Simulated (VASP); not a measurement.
BAs, 2 atoms in the cell. Symmetry: F-43m, No. 216, cubic system. The conventional cell has a = 4.679 Å, b = 4.679 Å, c = 4.679 Å, α = 90.00°, β = 90.00°, γ = 90.00°. As (site symmetry -43m) has 4 B at 2.03 Å within 2.7 Å. B (site symmetry -43m) has 4 As at 2.03 Å within 2.7 Å. 

* Program: VASP 6.6.1
* Task: single point
* Functional: PBEsol
* Potentials or basis: VASP PAW PBE potentials, release 64 (As, B)
* Cutoff: 520 eV
* k mesh: 10 × 10 × 10
* Occupations: fermi-dirac, width 0.05 eV
* Spin: no spin polarisation
* Dipole correction: no
* Further INCAR settings: ALGO = Normal; EDIFF = 1e-06; NBANDS = 11

Potentials or basis: VASP PAW PBE potentials, release 64 (As, B).

The run is started by

```bash
$ cat potpaw_PBE.64/As/POTCAR potpaw_PBE.64/B/POTCAR > POTCAR
$ mpirun -np 1 vasp_std > vasp.out
```

Hardware: 1 thread of Intel Xeon 6975P-C, with other jobs on the host.

Q: Estimate the wall time of this run.

A: Wall time 13 s on 1 thread of Intel Xeon 6975P-C, with other jobs on the host, peak memory 0.16 GiB. Counts: scf iterations 12, k points 47.
